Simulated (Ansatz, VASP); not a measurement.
## Two plane-wave programs on In3Cu

```
In Cu
1.0
     4.29263   -0.03811   -0.03811
    -0.03811    4.29263   -0.03811
    -0.03811   -0.03811    4.29263
In Cu
3 1
Direct
  0.00000 0.50000 0.50000
  0.50000 0.00000 0.50000
  0.50000 0.50000 0.00000
  0.00000 0.00000 0.00000
```

Alike in both runs: task single point; functional LDA; k mesh 10 × 10 × 10; occupations gaussian, width 0.15 eV; no spin polarisation.

|  | VASP | Ansatz |
| --- | --- | --- |
| version | VASP 6.6.1 | Ansatz 0.2.0 |
| potentials or method | VASP PAW LDA potentials, release 64 (In_d, Cu), cutoff 520 eV | scalar-relativistic, plane waves, PAW |
| valence electrons in the cell | 50 | 58 |

Ansatz gave:

- gap on the k mesh at the Fermi level (eV): none
- pressure (GPa): 1.7

Which values does VASP return?

gap on the k mesh at the Fermi level (eV): none; pressure (GPa): 1.9.

LDA's correlation is that of Perdew and Zunger in VASP and of Perdew and Wang (1992) in Ansatz. A gap of «none» marks a metal or a gap that the smearing closes. VASP's potentials hold 50 valence electrons a cell and Ansatz's 58, so a difference there can come from the potentials and not from the codes.
